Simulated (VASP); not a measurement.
A run of VASP 6.6.1 is set up as follows.

Contents of INCAR:

```
SYSTEM = B3P
ALGO = Normal ; EDIFF = 1E-7
EDIFFG = -0.01 ; ENCUT = 500
GGA = PE ; GGA_COMPAT = .False.
IBRION = 2 ; ISIF = 3
ISMEAR = 0 ; LASPH = .True.
LCHARG = .False. ; LREAL = .False.
LWAVE = .False. ; NELM = 120
NELMIN = 4 ; NSW = 100
PREC = Accurate ; SIGMA = 0.1
```

Contents of KPOINTS:

```
k-points
0
Gamma
  14 14 14
  0 0 0
```

The input POSCAR:

```
B3P
1.0
    3.1339164287      0.0000000000      0.0000000000
    0.0000000000      3.1339164287      0.0000000000
    0.0000000000      0.0000000000      3.1339164287
B P
3 1
Direct
    0.0000000000      0.5000000000      0.5000000000
    0.5000000000      0.0000000000      0.5000000000
    0.5000000000      0.5000000000      0.0000000000
    0.0000000000      0.0000000000      0.0000000000
```

Potentials or basis: VASP PAW PBE potentials, release 64 (B, P).

Launch:

```console
$ cat potpaw_PBE.64/B/POTCAR potpaw_PBE.64/P/POTCAR > POTCAR
$ mpirun -np 1 vasp_std > vasp.out
```

**Question.** Estimate the relaxed volume.

**Answer.** 7.73 Å³/atom.

**Question.** Predict the relaxed cell.

**Answer.** a = 3.139 Å, b = 3.139 Å, c = 3.139 Å, α = 90.00°, β = 90.00°, γ = 90.00°.

Final structure:
```
B P
1.0
     3.13891    0.00000    0.00000
     0.00000    3.13891    0.00000
     0.00000    0.00000    3.13891
B P
3 1
Cartesian
  0.0000 1.5695 1.5695
  1.5695 0.0000 1.5695
  1.5695 1.5695 0.0000
  0.0000 0.0000 0.0000
```
